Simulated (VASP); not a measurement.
# HfN (F-43m) in VASP: a series of runs

The runs below take HfN through single point, relaxation of cell and atoms, with PBEsol.

Everything below comes from runs of VASP 6.6.1. Logs are shortened: lines on timing, memory, paths and dates and some standing lists are left out, and cuts for length are marked.

## 1. The cell of the first run

The structure is cubic, space group F-43m (No. 216). Conventional cell: a = 4.867 Å, b = 4.867 Å, c = 4.867 Å, α = 90.00°, β = 90.00°, γ = 90.00°. Hf (site symmetry -43m) has 4 N at 2.11 Å within 2.8 Å. N (site symmetry -43m) has 4 Hf at 2.11 Å within 2.8 Å.

## 2. Single point, PBEsol

Contents of INCAR:

```
SYSTEM = HfN
PREC     = Accurate       ! precision mode
ENCUT    = 520            ! plane-wave cutoff, eV
EDIFF    = 1E-6           ! SCF threshold, eV
ISMEAR   = 0              ! smearing method
SIGMA    = 0.1            ! smearing width, eV
LREAL    = .False.        ! projectors in reciprocal space
LASPH    = .True.         ! aspherical terms in the spheres
NELM     = 80             ! most SCF steps
ALGO     = Normal         ! electronic algorithm
ISIF     = 2              ! what is computed and relaxed
LWAVE    = .False.        ! write WAVECAR
LCHARG   = .False.        ! write CHGCAR
GGA      = PS             ! functional
NBANDS   = 14             ! bands
```

Contents of KPOINTS:

```
Automatic mesh
0
Gamma
  14 14 14
  0 0 0
```

Contents of POSCAR:

```
HfN
1.0
    0.0000000000      2.4335341244      2.4335341244
    2.4335341244      0.0000000000      2.4335341244
    2.4335341244      2.4335341244      0.0000000000
Hf N
1 1
Direct
    0.0000000000      0.0000000000      0.0000000000
    0.7500000000      0.7500000000      0.7500000000
```

Potentials or basis: VASP PAW PBE potentials, release 64 (Hf_pv, N).

The run is started by

```sh
cat potpaw_PBE.64/Hf_pv/POTCAR potpaw_PBE.64/N/POTCAR > POTCAR
mpirun -np 1 vasp_std > vasp.out
```

OUTCAR:

```text
SYSTEM = HfN
   PREC = Accurate
   ENCUT = 520
   EDIFF = 1E-6
   ISMEAR = 0
   LREAL = .False.
   LASPH = .True.
   NELM = 80
   ISIF = 2
   GGA = PS

 ion  position               nearest neighbor table
   1  0.000  0.000  0.000-   2 2.11   2 2.11   2 2.11   2 2.11
   2  0.750  0.750  0.750-   1 2.11   1 2.11   1 2.11   1 2.11

  LATTYP: Found a face centered cubic cell.
 ALAT       =     4.8670682488

  Lattice vectors:

 A1 = (   0.0000000000,   2.4335341244,   2.4335341244)
 A2 = (   2.4335341244,   0.0000000000,   2.4335341244)
 A3 = (   2.4335341244,   2.4335341244,   0.0000000000)

Analysis of symmetry for initial positions (statically):
=====================================================================
 Subroutine PRICEL returns:
 Original cell was already a primitive cell.

 Routine SETGRP: Setting up the symmetry group for a
 face centered cubic supercell.

 Subroutine GETGRP returns: Found 24 space group operations
 (whereof 24 operations were pure point group operations)
 out of a pool of 48 trial point group operations.

The static configuration has the point symmetry T_d .

Analysis of symmetry for dynamics (positions and initial velocities):
=====================================================================
 Subroutine PRICEL returns:
 Original cell was already a primitive cell.

 Routine SETGRP: Setting up the symmetry group for a
 face centered cubic supercell.

 Subroutine GETGRP returns: Found 24 space group operations
 (whereof 24 operations were pure point group operations)
 out of a pool of 48 trial point group operations.

The dynamic configuration has the point symmetry T_d .

 Subroutine INISYM returns: Found 24 space group operations
 (whereof 24 operations are pure point group operations),
 and found     1 'primitive' translations

----------------------------------------------------------------------------------------

                                     Primitive cell

  volume of cell :      28.8232

  direct lattice vectors                    reciprocal lattice vectors
     0.000000000  2.433534124  2.433534124    -0.205462498  0.205462498  0.205462498
     2.433534124  0.000000000  2.433534124     0.205462498 -0.205462498  0.205462498
     2.433534124  2.433534124  0.000000000     0.205462498  0.205462498 -0.205462498

  length of vectors
     3.441536963  3.441536963  3.441536963     0.355871485  0.355871485  0.355871485

  position of ions in fractional coordinates (direct lattice)
     0.000000000  0.000000000  0.000000000
     0.750000000  0.750000000  0.750000000

  ion indices of the primitive-cell ions
   primitive index   ion index
                 1           1
                 2           2

----------------------------------------------------------------------------------------

 KPOINTS: Automatic mesh

Automatic generation of k-mesh.
 Grid dimensions read from file:
 generate k-points for:   14   14   14

 Generating k-lattice:

  Cartesian coordinates                     Fractional coordinates (reciprocal lattice)
    -0.014675893  0.014675893  0.014675893     0.071428571  0.000000000  0.000000000
     0.014675893 -0.014675893  0.014675893     0.000000000  0.071428571  0.000000000
     0.014675893  0.014675893 -0.014675893     0.000000000  0.000000000  0.071428571

  Length of vectors
     0.025419392  0.025419392  0.025419392

  Shift w.r.t. Gamma in fractional coordinates (k-lattice)
     0.000000000  0.000000000  0.000000000

 Subroutine IBZKPT returns following result:
 ===========================================

 Found    104 irreducible k-points:

 Following reciprocal coordinates:
            Coordinates               Weight
  0.000000  0.000000  0.000000      1.000000
  0.071429  0.000000  0.000000      8.000000
  0.142857  0.000000  0.000000      8.000000
  0.214286  0.000000  0.000000      8.000000
  0.285714  0.000000  0.000000      8.000000
  0.357143  0.000000  0.000000      8.000000
[... 16 lines left out ...]
  0.214286  0.142857  0.000000     24.000000
  0.285714  0.142857  0.000000     24.000000
 [... further k-points ...]
   k-points           NKPTS =    104   k-points in BZ     NKDIM =    104   number of bands    NBANDS=     14
   number of dos      NEDOS =    301   number of ions     NIONS =      2
   total plane-waves  NPLWV =  21952
   dimension x,y,z NGX =    28 NGY =   28 NGZ =   28
   dimension x,y,z NGXF=    56 NGYF=   56 NGZF=   56
   ions per type =               1   1
   NGX,Y,Z   is equivalent  to a cutoff of  13.53, 13.53, 13.53 a.u.
   NGXF,Y,Z  is equivalent  to a cutoff of  27.05, 27.05, 27.05 a.u.
 SYSTEM =  HfN
   PREC   = accura    normal or accurate (medium, high low for compatibility)
   ISTART =      0    job   : 0-new  1-cont  2-samecut
   ICHARG =      2    charge: 1-file 2-atom 10-const
   ISPIN  =      1    spin polarized calculation?
   LNONCOLLINEAR =      F non collinear calculations
   LSORBIT =      F    spin-orbit coupling
   LASPH  =      T    aspherical Exc in radial PAW
   ENCUT  =  520.0 eV  38.22 Ry    6.18 a.u.   6.40  6.40  6.40*2*pi/ulx,y,z
   NELM   =     80;   NELMIN=  2; NELMDL= -5     # of ELM steps
   EDIFF  = 0.1E-05   stopping-criterion for ELM
   LREAL  =      F    real-space projection
   EDIFFG = 0.1E-04   stopping-criterion for IOM
   NSW    =      0    number of steps for IOM
   IBRION =     -1    ionic relax: 0-MD 1-quasi-New 2-CG
   NFREE  =      0    steps in history (QN), initial steepest desc. (CG)
   ISIF   =      2    stress and relaxation
   ISYM   =      2    0-nonsym 1-usesym 2-fastsym
   POTIM  = 0.5000    time-step for ionic-motion
   TEBEG  =    0.0;   TEEND  =   0.0 temperature during run
   PSTRESS=    0.0 pullay stress
   NELECT =      15.0000    total number of electrons
   NUPDOWN=      -1.0000    fix difference up-down
   EMIN   =  10.00;   EMAX   =-10.00  energy-range for DOS
   EFERMI =   0.00;   METHOD = LEGACY
   ISMEAR =     0;   SIGMA  =   0.10  broadening in eV -4-tet -1-fermi 0-gaus
   EFERMI_NEDOS =   21; number of points for ismear=-14 and -15
   IALGO  =     38    algorithm
   IMIX   =      4    mixing-type and parameters
     AMIX     =   0.40;   BMIX     =  1.00
     AMIX_MAG =   1.60;   BMIX_MAG =  1.00
  volume/ion in A,a.u.               =      14.41        97.25
  Fermi-wavevector in a.u.,A,eV,Ry     =   1.316814  2.488418 23.592495  1.733999
  Thomas-Fermi vector in A             =   2.446900
   LORBIT       =      0    0 simple, 1 ext, 2 COOP (PROOUT), +10 PAW based schemes
   GGA     = PS    functional components
   LHFCALC =     F    Hartree Fock is set to
   AEXX    =    0.0000 exact exchange contribution
   IVDW    =     0    specifies the selected vdW correction
   LEPSILON=     F    determine dielectric tensor
   LRPA    =     F    only Hartree local field effects (RPA)
 non-spin polarized calculation
 Gauss-broadening in eV      SIGMA  =   0.10
  energy-cutoff  :      520.00
  volume of cell :       28.82
 maximum number of plane-waves:       793
 NGX is ok and might be reduce to    28
   NGX = 13   NGY = 13   NGZ = 13

 number of electron      15.0000002 magnetization

 Free energy of the ion-electron system (eV)
  ---------------------------------------------------
  ext. energy  EPLUGINS =         0.00000000
  ---------------------------------------------------
  free energy    TOTEN  =       -22.27027822 eV

  energy without entropy =      -22.26730175  energy(sigma->0) =      -22.26878998

 E-fermi :   5.8355     XC(G=0): -11.5217

 val. band max:        5.7631606108   @ k =   0.5000   0.2143   0.0000
 cond. band min:       5.8456001580   @ k =  -0.2857   0.2857   0.0714
 fundamental gap:      0.0824395472
 Fermi energy:         5.8354734472

 k-point     1 :       0.0000    0.0000    0.0000
  band No.  band energies     occupation
      1     -25.1592      2.00000
      2     -25.1592      2.00000
      3     -25.1592      2.00000
      4     -10.4297      2.00000
      5       0.2286      2.00000
      6       0.2286      2.00000
      7       0.2286      2.00000
      8       5.1345      2.00000
      9       8.0687      0.00000
     10       8.0687      0.00000
     11      12.5603      0.00000
     12      12.5603      0.00000
     13      12.5603      0.00000
     14      18.2346      0.00000

 k-point     2 :       0.0714    0.0000    0.0000
  band No.  band energies     occupation
      1     -25.1869      2.00000
      2     -25.1627      2.00000
      3     -25.1627      2.00000
      4     -10.3641      2.00000
      5       0.1091      2.00000
      6       0.2679      2.00000
      7       0.2679      2.00000
      8       5.4213      2.00000
      9       7.9741      0.00000
     10       7.9741      0.00000
     11      12.4146      0.00000
     12      12.6994      0.00000
     13      12.6994      0.00000
     14      18.2100      0.00000

 k-point     3 :       0.1429    0.0000    0.0000
  band No.  band energies     occupation
      1     -25.2634      2.00000
      2     -25.1725      2.00000
      3     -25.1725      2.00000
      4     -10.1836      2.00000
      5      -0.1395      2.00000
      6       0.3744      2.00000
      7       0.3744      2.00000
      8       6.1388      0.00002
      9       7.7799      0.00000
     10       7.7799      0.00000
     11      12.0695      0.00000
     12      12.9705      0.00000
     13      12.9705      0.00000
     14      16.7975      0.00000
[... 324 lines left out ...]
 k-point    23 :       0.2143    0.1429    0.0000
  band No.  band energies     occupation
      1     -25.3365      2.00000
      2     -25.2099      2.00000
      3     -25.2069      2.00000
      4      -9.9110      2.00000
      5      -0.5782      2.00000
      6       0.6498      2.00000
      7       0.6706      2.00000
      8       6.4334      0.00000
      9       7.3063      0.00000
     10       8.4506      0.00000
     11      12.2436      0.00000
     12      12.6715      0.00000
     13      13.0599      0.00000
     14      16.6377      0.00000

 k-point    24 :       0.2857    0.1429    0.0000
  band No.  band energies     occupation
      1     -25.4321      2.00000
      2     -25.2270      2.00000
      3     -25.2241      2.00000
      4      -9.6764      2.00000
      5      -0.6523      2.00000
      6       0.7629      2.00000
      7       0.8367      2.00000
      8       6.3095      0.00000
      9       7.9199      0.00000
     10       8.5264      0.00000
     11      11.7481      0.00000
     12      12.4754      0.00000
     13      13.1899      0.00000
     14      15.4372      0.00000

 [... further k-points ...]
[... 5 lines left out ...]
  --------------------------------------------------------------------------------------
  -------------------------------------------------------------------------------------
  Total       -0.1535962     -0.1535962     -0.1535962     -0.0000000     -0.0000000     -0.0000000
  in kB       -8.5378525     -8.5378525     -8.5378525     -0.0000000     -0.0000000     -0.0000000
  external PRESSURE =      -8.5378525 kB  Pullay stress =       0.0000000 kB

 VOLUME and BASIS-vectors are now :
 -----------------------------------------------------------------------------
  energy-cutoff  :      520.00
  volume of cell :       28.82
      direct lattice vectors                 reciprocal lattice vectors
     0.000000000  2.433534124  2.433534124    -0.205462498  0.205462498  0.205462498
     2.433534124  0.000000000  2.433534124     0.205462498 -0.205462498  0.205462498
     2.433534124  2.433534124  0.000000000     0.205462498  0.205462498 -0.205462498

 POSITION                                       TOTAL-FORCE (eV/Angst)
 -----------------------------------------------------------------------------------
      0.00000      0.00000      0.00000        -0.000000      0.000000      0.000000
      3.65030      3.65030      3.65030         0.000000     -0.000000     -0.000000
 -----------------------------------------------------------------------------------
    total drift:                                0.000000      0.000000      0.000000

  FREE ENERGIE OF THE ION-ELECTRON SYSTEM (eV)
  ---------------------------------------------------
  free  energy   TOTEN  =       -22.2702782177 eV

  energy  without entropy=      -22.2673017475  energy(sigma->0) =      -22.26878998
```

Wall time 19 s (1 thread of Intel Xeon 6975P-C (Granite Rapids), shared host); peak memory 0.18 GiB.

What came out:

```yaml
Free_energy: -22.2703 eV
Pressure: -0.9 GPa
```

Levels at points of the mesh, in eV from the Fermi level:
| k point | band 4 | band 5 | band 6 | band 7 | band 8 | band 9 | band 10 | band 11 |
| --- | --- | --- | --- | --- | --- | --- | --- | --- |
| (0.00, 0.00, 0.00) | -16.27 | -5.61 | -5.61 | -5.61 | -0.70 | 2.23 | 2.23 | 6.72 |
| (0.50, 0.00, 0.00) | -15.11 | -5.81 | -5.00 | -5.00 | 1.56 | 2.75 | 2.75 | 4.24 |
| (0.50, 0.50, 0.00) | -14.71 | -7.10 | -3.66 | -3.66 | -1.19 | 2.19 | 4.11 | 4.77 |

Caveat: the PAW data sets were made with another functional, which shifts forces and pressure a little; spin-orbit coupling is left out, which moves the levels of the heavy elements.

## 3. Relaxation of cell and atoms, PBEsol

This run uses another cell than the first one, of 14.79 Å³/atom, 1.026 times its volume.

Contents of INCAR:

```
SYSTEM = HfN
PREC = Accurate ; ENCUT = 600
EDIFF = 1E-6 ; ISMEAR = 0
SIGMA = 0.1 ; LREAL = .FALSE.
LASPH = .TRUE. ; NELM = 100
ALGO = Normal ; ISIF = 3
LWAVE = .FALSE. ; LCHARG = .FALSE.
GGA = PS ; IBRION = 2
NSW = 100 ; EDIFFG = -0.005
```

Contents of KPOINTS:

```
regular mesh
0
G
  14 14 14
  0 0 0
```

Contents of POSCAR:

```
HfN
1.0
    0.0000000000      2.4548220000      2.4548220000
    2.4548220000      0.0000000000      2.4548220000
    2.4548220000      2.4548220000      0.0000000000
Hf N
1 1
Direct
    0.0000000000      0.0000000000      0.0000000000
    0.7500000000      0.7500000000      0.7500000000
```

Potentials or basis: VASP PAW PBE potentials, release 64 (Hf_pv, N).

The run is started by

```sh
cat potpaw_PBE.64/Hf_pv/POTCAR potpaw_PBE.64/N/POTCAR > POTCAR
mpirun -np 1 vasp_std > vasp.out
```

OUTCAR:

```text
SYSTEM = HfN
   PREC = Accurate
   ENCUT = 600
   EDIFF = 1E-6
   ISMEAR = 0
   LREAL = .FALSE.
   LASPH = .TRUE.
   NELM = 100
   ISIF = 3
   GGA = PS
   IBRION = 2
   NSW = 100
   EDIFFG = -0.005

 ion  position               nearest neighbor table
   1  0.000  0.000  0.000-   2 2.13   2 2.13   2 2.13   2 2.13
   2  0.750  0.750  0.750-   1 2.13   1 2.13   1 2.13   1 2.13

  LATTYP: Found a face centered cubic cell.
 ALAT       =     4.9096440000

  Lattice vectors:

 A1 = (   0.0000000000,   2.4548220000,   2.4548220000)
 A2 = (   2.4548220000,   0.0000000000,   2.4548220000)
 A3 = (   2.4548220000,   2.4548220000,   0.0000000000)

Analysis of symmetry for initial positions (statically):
=====================================================================
[... 300 lines left out ...]
      1     -25.1047      2.00000
      2     -25.1047      2.00000
      3     -25.1047      2.00000
      4     -10.4178      2.00000
      5       0.2428      2.00000
      6       0.2428      2.00000
      7       0.2428      2.00000
      8       5.1833      2.00000
      9       8.1172      0.00000
     10       8.1172      0.00000
     11      12.6288      0.00000
[... 309 lines left out ...]
 k-point    24 :       0.2857    0.1429    0.0000
  band No.  band energies     occupation
      1     -25.3832      2.00000
      2     -25.1739      2.00000
      3     -25.1709      2.00000
      4      -9.6563      2.00000
      5      -0.6380      2.00000
      6       0.7822      2.00000
      7       0.8562      2.00000
      8       6.3464      0.00000
      9       7.9721      0.00000
     10       8.5777      0.00000
     11      11.8249      0.00000

 [... further k-points ...]

------------------------ aborting loop because EDIFF is reached ----------------------------------------

  FORCE on cell =-STRESS in cart. coord.  units (eV):
  Direction    XX          YY          ZZ          XY          YZ          ZX
  --------------------------------------------------------------------------------------
  -------------------------------------------------------------------------------------
  Total        0.0073839      0.0073839      0.0073839      0.0000000     -0.0000000      0.0000000
  in kB        0.4124096      0.4124096      0.4124096      0.0000000     -0.0000000      0.0000000
  external PRESSURE =       0.4124096 kB  Pullay stress =       0.0000000 kB
[... 17 lines left out ...]
  FREE ENERGIE OF THE ION-ELECTRON SYSTEM (eV)
  ---------------------------------------------------
  free  energy   TOTEN  =       -22.2732820304 eV

  energy  without entropy=      -22.2703197384  energy(sigma->0) =      -22.27180088

 reached required accuracy - stopping structural energy minimisation
```

It took 40 s on 1 thread of Intel Xeon 6975P-C (Granite Rapids), shared host; peak memory 0.2 GiB.

What came out:

```
Free energy                            : -22.2733 eV
Relaxed volume                         : 14.34 Å³/atom
Relaxed cell                           : a = 3.436 Å, b = 3.436 Å, c = 3.436 Å, α = 60.00°, β = 60.00°, γ = 60.00°
Space group after relaxing (to 0.05 Å) : F-43m (No. 216)
Energy gained by relaxing              : 8.6 meV/atom
Ionic steps                            : 4
Pressure after relaxing                : 0.0 GPa
```

The path:
```
step  energy change (eV)  largest force (eV/Å)  pressure (GPa)  volume (Å³)
   1              0.0000                0.0000           -6.02        29.59
   2              0.0330                0.0000           11.86        27.27
   3             -0.0173                0.0000           -0.08        28.70
   4             -0.0173                0.0000            0.04        28.69
```

Final structure:
```yaml
crystal:
  lattice:
    - [0.00000, 2.42966, 2.42966]
    - [2.42966, 0.00000, 2.42966]
    - [2.42966, 2.42966, 0.00000]
  atoms:
    - { symbol: Hf, position: [0.00000, 0.00000, 0.00000] }
    - { symbol: N, position: [0.75000, 0.75000, 0.75000] }
```

Levels at points of the mesh, in eV from the Fermi level:
```tsv
k point	band 5	band 6	band 7	band 8	band 9	band 10
(0.00, 0.00, 0.00)	-5.63	-5.63	-5.63	-0.69	2.24	2.24
(0.50, 0.00, 0.00)	-5.82	-5.02	-5.02	1.56	2.77	2.77
(0.50, 0.50, 0.00)	-7.13	-3.66	-3.66	-1.19	2.20	4.14
```

Caveat: the PAW data sets were made with another functional, which shifts forces and pressure a little; spin-orbit coupling is left out, which moves the levels of the heavy elements.

[end of part 1 of 2]
